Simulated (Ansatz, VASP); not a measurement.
# Two plane-wave programs on RbBr

```xyz
2
Lattice="4.0850 0.0000 0.0000 0.0000 4.0850 0.0000 0.0000 0.0000 4.1279" Properties=species:S:1:pos:R:3 pbc="T T T"
Rb    0.0000    0.0000    0.0000
Br    2.0425    2.0425    2.0640
```

Change from the starting cell: biaxial_xy strain -1.0%.

Alike in both runs: task single point; functional HSE06; k mesh 4 × 4 × 4; no spin polarisation.

|  | VASP | Ansatz |
| --- | --- | --- |
| version | VASP 6.6.1 | Ansatz 0.2.0 |
| potentials or method | VASP PAW PBE potentials, release 64 (Rb_sv, Br) | plane waves, PAW |
| plane-wave cutoff (eV) | 520 | 420 |
| occupations | gaussian, width 0.01 eV | fixed |
| valence electrons in the cell | 16 | 16 |

```tsv
	VASP	Ansatz	Ansatz less VASP
gap on the k mesh at the Fermi level (eV)	5.32	5.32	0.000
pressure (GPa)	0.8	0.8	-0.01
traceless stress, the component that is largest in VASP (GPa)	-0.22	-0.22	+0.001
```

Ansatz's warnings: stress exchange threshold loose, stress scf threshold loose.
